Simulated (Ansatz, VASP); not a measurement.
# KBr: VASP beside Ansatz

```
K Br
1.0
     0.05846    3.68830    3.68830
     3.68830    0.05846    3.68830
     3.74676    3.74676    0.00000
K Br
1 1
Direct
  0.00361 0.00361 0.99639
  0.24639 0.24639 0.25361
```

Change from the starting cell: shear_xy strain +3.2%.

Alike in both runs: task single point; functional r2SCAN; k mesh 6 × 6 × 6; no spin polarisation.

|  | VASP | Ansatz |
| --- | --- | --- |
| version | VASP 6.6.1 | Ansatz 0.2.0 |
| potentials or method | VASP PAW PBE potentials, release 64 (K_sv, Br) | plane waves, PAW |
| plane-wave cutoff (eV) | 520 | 500 |
| occupations | gaussian, width 0.01 eV | fixed |
| valence electrons in the cell | 16 | 16 |

```tsv
	VASP	Ansatz	Ansatz less VASP
gap on the k mesh at the Fermi level (eV)	4.82	4.82	0.000
pressure (GPa)	0.0	0.0	0.00
traceless stress, the component that is largest in VASP (GPa)	-0.07	-0.07	0.000
```

VASP's potentials were made for PBE, not for r2SCAN.
